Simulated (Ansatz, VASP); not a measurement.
## One calculation of BN, two programs

Contents of POSCAR:

```
BN
1.0
    0.0000000000      1.8130010000      1.8130010000
    1.8130010000      0.0000000000      1.8130010000
    1.8130010000      1.8130010000      0.0000000000
B N
1 1
Direct
    0.0000000000      0.0000000000      0.0000000000
    0.2500000000      0.2500000000      0.2500000000
```

The input INCAR.step1:

```
SYSTEM = BN
PREC = Accurate
ENCUT = 520
ISMEAR = 0
SIGMA = 0.1
LREAL = .False.
LASPH = .True.
NELM = 80
NBANDS = 11
GGA = PE
ALGO = Normal
EDIFF = 1E-4
LWAVE = .True.
LCHARG = .False.
```

File INCAR.step2:

```
SYSTEM = BN
PREC = Accurate
ENCUT = 520
EDIFF = 1E-7
ISMEAR = 0
SIGMA = 0.1
LREAL = .False.
LASPH = .True.
NELM = 80
ALGO = Normal
ISIF = 2
LWAVE = .False.
LCHARG = .False.
METAGGA = R2SCAN
LMIXTAU = .True.
NBANDS = 11
ISTART = 1
```

The input KPOINTS:

```
regular mesh
0
Gamma
  8 8 8
  0 0 0
```

Input for Ansatz:

```yaml
crystal:
  lattice:
    - [0.0, 1.813001, 1.813001]
    - [1.813001, 0.0, 1.813001]
    - [1.813001, 1.813001, 0.0]
  atoms:
    - { symbol: B, position: [0.0, 0.0, 0.0] }
    - { symbol: "N", position: [0.25, 0.25, 0.25] }
basis:
  ecutwfc: 500
kpoints:
  mp_grid: { grid: [8, 8, 8] }
hamiltonian:
  xc: r2scan
  pseudopotentials: { kind: paw, azcp: { folder: soft_1 } }
scf:
  occupations: { method: gaussian, width: 0.1 }
output:
  forces: true
  stress: true
  eigenvalues: true
```

Alike in both runs: task single point; functional r2SCAN; k mesh 8 × 8 × 8; occupations gaussian, width 0.1 eV; no spin polarisation.

```csv
,VASP,Ansatz
version,VASP 6.6.1,Ansatz 0.2.0
potentials or method,"VASP PAW PBE potentials, release 64 (B, N), cutoff 520 eV","scalar-relativistic, plane waves, PAW"
valence electrons in the cell,8,8
```

```tsv
	VASP	Ansatz	Ansatz less VASP
gap on the k mesh at the Fermi level (eV)	4.96	4.98	+0.011
least direct gap on the mesh (eV)	9.48	9.51	+0.028
pressure (GPa)	-4.1	-5.4	-1.32
```

VASP's potentials were made for PBE, not for r2SCAN.
